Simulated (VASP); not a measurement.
# Ru (R-3m) in VASP: further runs

The runs below take Ru through single point, with PBE.

All numbers are computed with VASP 6.6.1; they aren't measurements. Logs are shortened: lines on timing, memory, paths and dates and some standing lists are left out, and cuts for length are marked.

**1. The cell of the first run**

It takes space group R-3m (No. 166, trigonal). The conventional cell has a = 2.710 Å, b = 2.710 Å, c = 13.799 Å, α = 90.00°, β = 90.00°, γ = 120.00°. Within 3.3 Å of Ru (site symmetry 3m) lie 10 Ru at 2.54 to 2.71 Å.

**2. Single point, PBE**

Input file INCAR:

```
SYSTEM = Ru
ALGO = Normal
EDIFF = 1E-6
ENCUT = 520
GGA = PE
ISIF = 2
ISMEAR = 0
LASPH = .True.
LCHARG = .False.
LREAL = .False.
LWAVE = .False.
NBANDS = 21
NELM = 80
PREC = Accurate
SIGMA = 0.1
```

Input file KPOINTS:

```
k-points
0
Gamma
  6 6 6
  0 0 0
```

Input file POSCAR:

```
Ru
1.0
    1.3550969501      0.7823655889      4.5998018074
   -1.3550969501      0.7823655889      4.5998018074
    0.0000000000     -1.5647311778      4.5998018074
Ru
2
Direct
    0.0918681066      0.0918681066      0.0918681066
    0.9081318934      0.9081318934      0.9081318934
```

Potentials or basis: VASP PAW PBE potentials, release 64 (Ru_pv).

Launch:

```
$ cat potpaw_PBE.64/Ru_pv/POTCAR > POTCAR
$ mpirun -np 1 vasp_std > vasp.out
```

OUTCAR:

```text
SYSTEM = Ru
   EDIFF = 1E-6
   ENCUT = 520
   GGA = PE
   ISIF = 2
   ISMEAR = 0
   LASPH = .True.
   LREAL = .False.
   NELM = 80
   PREC = Accurate

 ion  position               nearest neighbor table
   1  0.092  0.092  0.092-   2 2.54   2 2.59   2 2.59   2 2.59
   2  0.908  0.908  0.908-   1 2.54   1 2.59   1 2.59   1 2.59

  LATTYP: Found a trigonal (rhomboedric) cell.
 ALAT       =     4.8586582846
 COS(alpha) =     0.8444256411

  Lattice vectors:

 A1 = (   1.3550969501,   0.7823655889,   4.5998018074)
 A2 = (  -1.3550969501,   0.7823655889,   4.5998018074)
 A3 = (   0.0000000000,  -1.5647311778,   4.5998018074)

Analysis of symmetry for initial positions (statically):
=====================================================================
 Subroutine PRICEL returns:
 Original cell was already a primitive cell.

 Routine SETGRP: Setting up the symmetry group for a
 trigonal (rhombohedral) supercell.

 Subroutine GETGRP returns: Found 12 space group operations
 (whereof 12 operations were pure point group operations)
 out of a pool of 12 trial point group operations.

The static configuration has the point symmetry D_3d.

Analysis of symmetry for dynamics (positions and initial velocities):
=====================================================================
 Subroutine PRICEL returns:
 Original cell was already a primitive cell.

 Routine SETGRP: Setting up the symmetry group for a
 trigonal (rhombohedral) supercell.

 Subroutine GETGRP returns: Found 12 space group operations
 (whereof 12 operations were pure point group operations)
 out of a pool of 12 trial point group operations.

The dynamic configuration has the point symmetry D_3d.

 Subroutine INISYM returns: Found 12 space group operations
 (whereof 12 operations are pure point group operations),
 and found     1 'primitive' translations

----------------------------------------------------------------------------------------

                                     Primitive cell

  volume of cell :      29.2597

  direct lattice vectors                    reciprocal lattice vectors
     1.355096950  0.782365589  4.599801807     0.368977290  0.213029138  0.072466890
    -1.355096950  0.782365589  4.599801807    -0.368977290  0.213029138  0.072466890
     0.000000000 -1.564731178  4.599801807     0.000000000 -0.426058275  0.072466890

  length of vectors
     4.858658285  4.858658285  4.858658285     0.432177167  0.432177167  0.432177167

  position of ions in fractional coordinates (direct lattice)
     0.091868107  0.091868107  0.091868107
     0.908131893  0.908131893  0.908131893

  ion indices of the primitive-cell ions
   primitive index   ion index
                 1           1
                 2           2

----------------------------------------------------------------------------------------

 KPOINTS: k-points

Automatic generation of k-mesh.
 Grid dimensions read from file:
 generate k-points for:    6    6    6

 Generating k-lattice:

  Cartesian coordinates                     Fractional coordinates (reciprocal lattice)
     0.061496215  0.035504856  0.012077815     0.166666667 -0.000000000 -0.000000000
    -0.061496215  0.035504856  0.012077815    -0.000000000  0.166666667 -0.000000000
     0.000000000 -0.071009713  0.012077815    -0.000000000 -0.000000000  0.166666667

  Length of vectors
     0.072029528  0.072029528  0.072029528

  Shift w.r.t. Gamma in fractional coordinates (k-lattice)
     0.000000000  0.000000000  0.000000000

 Subroutine IBZKPT returns following result:
 ===========================================

 Found     32 irreducible k-points:

 Following reciprocal coordinates:
            Coordinates               Weight
  0.000000  0.000000  0.000000      1.000000
  0.166667 -0.000000 -0.000000      6.000000
  0.333333  0.000000 -0.000000      6.000000
  0.500000  0.000000 -0.000000      3.000000
  0.166667  0.166667 -0.000000      6.000000
  0.333333  0.166667  0.000000     12.000000
[... 16 lines left out ...]
  0.500000  0.500000  0.166667      6.000000
 -0.333333  0.500000  0.166667     12.000000
 [... further k-points ...]
   k-points           NKPTS =     32   k-points in BZ     NKDIM =     32   number of bands    NBANDS=     21
   number of dos      NEDOS =    301   number of ions     NIONS =      2
   total plane-waves  NPLWV =  46656
   dimension x,y,z NGX =    36 NGY =   36 NGZ =   36
   dimension x,y,z NGXF=    72 NGYF=   72 NGZF=   72
   ions per type =               2
   NGX,Y,Z   is equivalent  to a cutoff of  12.32, 12.32, 12.32 a.u.
   NGXF,Y,Z  is equivalent  to a cutoff of  24.64, 24.64, 24.64 a.u.
 SYSTEM =  Ru
   PREC   = accura    normal or accurate (medium, high low for compatibility)
   ISTART =      0    job   : 0-new  1-cont  2-samecut
   ICHARG =      2    charge: 1-file 2-atom 10-const
   ISPIN  =      1    spin polarized calculation?
   LNONCOLLINEAR =      F non collinear calculations
   LSORBIT =      F    spin-orbit coupling
   LASPH  =      T    aspherical Exc in radial PAW
   ENCUT  =  520.0 eV  38.22 Ry    6.18 a.u.   9.03  9.03  9.03*2*pi/ulx,y,z
   NELM   =     80;   NELMIN=  2; NELMDL= -5     # of ELM steps
   EDIFF  = 0.1E-05   stopping-criterion for ELM
   LREAL  =      F    real-space projection
   EDIFFG = 0.1E-04   stopping-criterion for IOM
   NSW    =      0    number of steps for IOM
   IBRION =     -1    ionic relax: 0-MD 1-quasi-New 2-CG
   NFREE  =      0    steps in history (QN), initial steepest desc. (CG)
   ISIF   =      2    stress and relaxation
   ISYM   =      2    0-nonsym 1-usesym 2-fastsym
   POTIM  = 0.5000    time-step for ionic-motion
   TEBEG  =    0.0;   TEEND  =   0.0 temperature during run
   PSTRESS=    0.0 pullay stress
   NELECT =      28.0000    total number of electrons
   NUPDOWN=      -1.0000    fix difference up-down
   EMIN   =  10.00;   EMAX   =-10.00  energy-range for DOS
   EFERMI =   0.00;   METHOD = LEGACY
   ISMEAR =     0;   SIGMA  =   0.10  broadening in eV -4-tet -1-fermi 0-gaus
   EFERMI_NEDOS =   21; number of points for ismear=-14 and -15
   IALGO  =     38    algorithm
   IMIX   =      4    mixing-type and parameters
     AMIX     =   0.40;   BMIX     =  1.00
     AMIX_MAG =   1.60;   BMIX_MAG =  1.00
  volume/ion in A,a.u.               =      14.63        98.73
  Fermi-wavevector in a.u.,A,eV,Ry     =   1.613259  3.048617 35.410572  2.602604
  Thomas-Fermi vector in A             =   2.708357
   LORBIT       =      0    0 simple, 1 ext, 2 COOP (PROOUT), +10 PAW based schemes
   GGA     = PE    functional components
   LHFCALC =     F    Hartree Fock is set to
   AEXX    =    0.0000 exact exchange contribution
   IVDW    =     0    specifies the selected vdW correction
   LEPSILON=     F    determine dielectric tensor
   LRPA    =     F    only Hartree local field effects (RPA)
 non-spin polarized calculation
 Gauss-broadening in eV      SIGMA  =   0.10
  energy-cutoff  :      520.00
  volume of cell :       29.26
 maximum number of plane-waves:       798
   NGX = 17   NGY = 17   NGZ = 17

 number of electron      28.0000003 magnetization

 Free energy of the ion-electron system (eV)
  ---------------------------------------------------
  ext. energy  EPLUGINS =         0.00000000
  ---------------------------------------------------
  free energy    TOTEN  =       -17.48549022 eV

  energy without entropy =      -17.47267755  energy(sigma->0) =      -17.47908389

 E-fermi :  11.5440     XC(G=0): -13.5829

 val. band max:       11.5121074881   @ k =   0.5000   0.0000  -0.0000
 cond. band min:      11.5540938220   @ k =  -0.3333   0.5000   0.1667
 fundamental gap:      0.0419863339
 Fermi energy:        11.5439616666

 k-point     1 :       0.0000    0.0000    0.0000
  band No.  band energies     occupation
      1     -31.9126      2.00000
      2     -30.9452      2.00000
      3     -30.9452      2.00000
      4     -30.8723      2.00000
      5     -30.8723      2.00000
      6     -30.7510      2.00000
[... 13 lines left out ...]
     20      22.2871      0.00000
     21      22.2880      0.00000

 k-point     2 :       0.1667   -0.0000   -0.0000
  band No.  band energies     occupation
      1     -31.8510      2.00000
      2     -31.1664      2.00000
      3     -31.0354      2.00000
      4     -31.0005      2.00000
      5     -30.9044      2.00000
      6     -30.7509      2.00000
[... 13 lines left out ...]
     20      22.2871      0.00000
     21      22.2881      0.00000

 k-point     3 :       0.3333    0.0000   -0.0000
  band No.  band energies     occupation
      1     -31.7577      2.00000
      2     -31.5655      2.00000
      3     -31.3000      2.00000
      4     -31.1034      2.00000
      5     -30.9745      2.00000
      6     -30.8039      2.00000
[... 13 lines left out ...]
     20      22.2858      0.00000
     21      22.2873      0.00000

 k-point     4 :       0.5000    0.0000   -0.0000
  band No.  band energies     occupation
      1     -31.7705      2.00000
      2     -31.7577      2.00000
      3     -31.3514      2.00000
      4     -31.1527      2.00000
      5     -31.0108      2.00000
      6     -30.8488      2.00000
[... 13 lines left out ...]
     20      22.2861      0.00000
     21      22.2867      0.00000

 k-point     5 :       0.1667    0.1667   -0.0000
  band No.  band energies     occupation
      1     -31.8271      2.00000
      2     -31.1518      2.00000
      3     -31.0527      2.00000
      4     -31.0180      2.00000
      5     -30.8866      2.00000
      6     -30.7749      2.00000
[... 13 lines left out ...]
     20      22.2871      0.00000
     21      22.2882      0.00000
[... 382 lines left out ...]
     20      22.2865      0.00000
     21      22.2877      0.00000

 k-point    22 :      -0.1667    0.3333    0.1667
  band No.  band energies     occupation
      1     -31.7437      2.00000
      2     -31.5719      2.00000
      3     -31.4098      2.00000
      4     -31.2266      2.00000
      5     -31.0890      2.00000
      6     -30.8642      2.00000
[... 13 lines left out ...]
     20      22.2846      0.00000
     21      22.2868      0.00000

 k-point    23 :       0.5000    0.5000    0.1667
  band No.  band energies     occupation
      1     -31.6202      2.00000
      2     -31.5245      2.00000
      3     -31.2338      2.00000
      4     -31.1464      2.00000
      5     -31.0622      2.00000
      6     -30.9303      2.00000
[... 13 lines left out ...]
     20      22.2869      0.00000
     21      23.0291      0.00000

 k-point    24 :      -0.3333    0.5000    0.1667
  band No.  band energies     occupation
      1     -31.6871      2.00000
      2     -31.5895      2.00000
      3     -31.3380      2.00000
      4     -31.2089      2.00000
      5     -31.0921      2.00000
      6     -30.9952      2.00000
[... 13 lines left out ...]
     20      22.2862      0.00000
     21      22.2875      0.00000

 [... further k-points ...]
[... 5 lines left out ...]
  --------------------------------------------------------------------------------------
  -------------------------------------------------------------------------------------
  Total       -0.0020406     -0.0020406      0.0404375      0.0000000      0.0000000      0.0000000
  in kB       -0.1117351     -0.1117351      2.2142398      0.0000000      0.0000000      0.0000000
  external PRESSURE =       0.6635899 kB  Pullay stress =       0.0000000 kB

 VOLUME and BASIS-vectors are now :
 -----------------------------------------------------------------------------
  energy-cutoff  :      520.00
  volume of cell :       29.26
      direct lattice vectors                 reciprocal lattice vectors
     1.355096950  0.782365589  4.599801807     0.368977290  0.213029138  0.072466890
    -1.355096950  0.782365589  4.599801807    -0.368977290  0.213029138  0.072466890
     0.000000000 -1.564731178  4.599801807     0.000000000 -0.426058275  0.072466890

 POSITION                                       TOTAL-FORCE (eV/Angst)
 -----------------------------------------------------------------------------------
      0.00000      0.00000      1.26773         0.000000      0.000000     -0.002274
      0.00000      0.00000     12.53168         0.000000      0.000000      0.002274
 -----------------------------------------------------------------------------------
    total drift:                                0.000000     -0.000000      0.000000

  FREE ENERGIE OF THE ION-ELECTRON SYSTEM (eV)
  ---------------------------------------------------
  free  energy   TOTEN  =       -17.4854902243 eV

  energy  without entropy=      -17.4726775512  energy(sigma->0) =      -17.47908389
```

Wall time 16 s (1 thread of Intel Xeon 6975P-C (Granite Rapids), shared host); peak memory 0.2 GiB.

Results:

```yaml
Free_energy: -17.4855 eV
Pressure: 0.1 GPa
Band_gap_on_the_k_mesh: zero (band 14 reaches 13.11 eV, above the bottom of band 15 at 10.87 eV)
```

Forces on the atoms (eV/Å):
```
Ru   0.000  0.000 -0.002
Ru   0.000  0.000  0.002
```

Stress tensor (GPa, compression positive):
```
-0.01  0.00  0.00
 0.00 -0.01  0.00
 0.00  0.00  0.22
```

Caveat: the k points lie up to 0.45 Å⁻¹ apart.

**3. Single point, PBE**

This run uses another cell than the first one, of 15.75 Å³/atom, 1.076 times its volume.

Input file INCAR:

```
SYSTEM = Ru
PREC = Accurate
ENCUT = 520
EDIFF = 1E-7
ISMEAR = 0
SIGMA = 0.1
LREAL = .False.
LASPH = .True.
NELM = 60
ALGO = Fast
ISIF = 2
LWAVE = .False.
LCHARG = .False.
GGA = PE
NBANDS = 21
```

Input file KPOINTS:

```
Automatic mesh
0
Gamma
  6 6 6
  0 0 0
```

Input file POSCAR:

```
Ru
1.0
    1.5599797362      0.9006547206      3.7354709579
   -1.5599797362      0.9006547206      3.7354709579
    0.0000000000     -1.8013094413      3.7354709579
Ru
2
Direct
    0.0577000000      0.0577000000      0.0577000000
    0.9423000000      0.9423000000      0.9423000000
```

Potentials or basis: VASP PAW PBE potentials, release 64 (Ru_pv).

Launch:

```
$ cat potpaw_PBE.64/Ru_pv/POTCAR > POTCAR
$ mpirun -np 1 vasp_std > vasp.out
```

Run time: 15 s. Hardware: 1 thread of Intel Xeon 6975P-C (Granite Rapids), shared host; peak memory 0.18 GiB.

The run converged. Its results:

```
Free energy            : 26.3780 eV
Pressure               : 449.1 GPa
Largest force          : 208.012 eV/Å
Band gap on the k mesh : zero (band 14 reaches 11.85 eV, above the bottom of band 15 at 10.65 eV)
```

Forces in eV/Å, atoms in the order of the input:
```
Ru     0.000    0.000  208.012
Ru     0.000    0.000 -208.012
```

Stress tensor (GPa, compression positive):
```
 -14.71    0.00    0.00
   0.00  -14.71    0.00
   0.00    0.00 1376.87
```

Levels at points of the mesh, in eV from the Fermi level:
| k point | band 11 | band 12 | band 13 | band 14 | band 15 | band 16 | band 17 | band 18 |
| --- | --- | --- | --- | --- | --- | --- | --- | --- |
| (0.00, 0.00, 0.00) | -7.91 | -5.94 | -3.80 | -0.82 | -0.82 | 2.39 | 2.39 | 7.11 |
| (0.50, 0.00, 0.00) | -6.02 | -2.69 | -2.06 | -0.30 | 0.98 | 0.98 | 1.16 | 4.97 |
| (0.50, 0.50, 0.00) | -5.96 | -2.32 | -2.00 | -1.15 | 0.81 | 0.83 | 4.20 | 5.49 |
| (0.50, 0.50, 0.50) | -7.99 | -5.00 | -0.55 | -0.55 | 0.49 | 0.79 | 3.84 | 3.84 |

Caveat: the k points lie up to 0.40 Å⁻¹ apart; forces of over 1 eV/Å act on the atoms, so gaps and moduli don't describe the material at rest.

**4. Single point, PBE**

This run uses another cell than the first one, of 14.58 Å³/atom, 0.997 times its volume.

Input file INCAR:

```
SYSTEM = Ru
ALGO = Normal
EDIFF = 1E-6
ENCUT = 520
GGA = PE
ISIF = 2
ISMEAR = 0
LASPH = .TRUE.
LCHARG = .FALSE.
LREAL = .FALSE.
LWAVE = .FALSE.
NBANDS = 21
NELM = 80
PREC = Accurate
SIGMA = 0.1
```

Input file KPOINTS:

```
k-points
0
G
  9 9 9
  0 0 0
```

Input file POSCAR:

```
Ru
1.0
    1.3530575352      0.7811881322      4.5979565300
   -1.3530575352      0.7811881322      4.5979565300
    0.0000000000     -1.5623762643      4.5979565300
Ru
2
Direct
    0.0910376806      0.0910376806      0.0910376806
    0.9089623194      0.9089623194      0.9089623194
```

Launch:

```
$ cat potpaw_PBE.64/Ru_pv/POTCAR > POTCAR
$ mpirun -np 1 vasp_std > vasp.out
```

Wall time 36 s (1 thread of Intel Xeon 6975P-C (Granite Rapids), shared host); peak memory 0.22 GiB.

The run converged. Its results:

| Property | Result |
| --- | --- |
| Free energy | -17.5545 eV |
| Pressure | -0.1 GPa |
| Largest force | 0.004 eV/Å |
| Band gap on the k mesh | zero (band 14 reaches 13.13 eV, above the bottom of band 15 at 10.85 eV) |

Forces in eV/Å, atoms in the order of the input:
```
Ru   0.000  0.000 -0.004
Ru   0.000  0.000  0.004
```

Levels at points of the mesh, in eV from the Fermi level:
```tsv
k point	band 12	band 13	band 14	band 15	band 16	band 17
(0.00, 0.00, 0.00)	-2.25	-2.25	0.21	0.21	0.38	0.38
```

**5. Overview**

```csv
cell,k mesh,gap on the mesh (eV),pressure (GPa)
"a = 4.859 Å, angles 32.4°, 2 atoms",6 × 6 × 6,none,0.1
"a = 4.147 Å, angles 44.2°, 2 atoms",6 × 6 × 6,none,449.1
"a = 4.856 Å, angles 32.4°, 2 atoms",9 × 9 × 9,none,-0.1
```

Alike in all rows: task single point; level PBE; potentials or basis VASP PAW PBE potentials, release 64 (Ru_pv); no spin polarisation; cutoff (eV) 520; smearing gaussian 0.1 eV.

Caveats: some runs use coarse meshes; forces of over 1 eV/Å act on the atoms, so gaps and moduli don't describe the material at rest (some runs).

Total energies depend on the potentials used, so only differences within one code and one set of settings carry meaning.
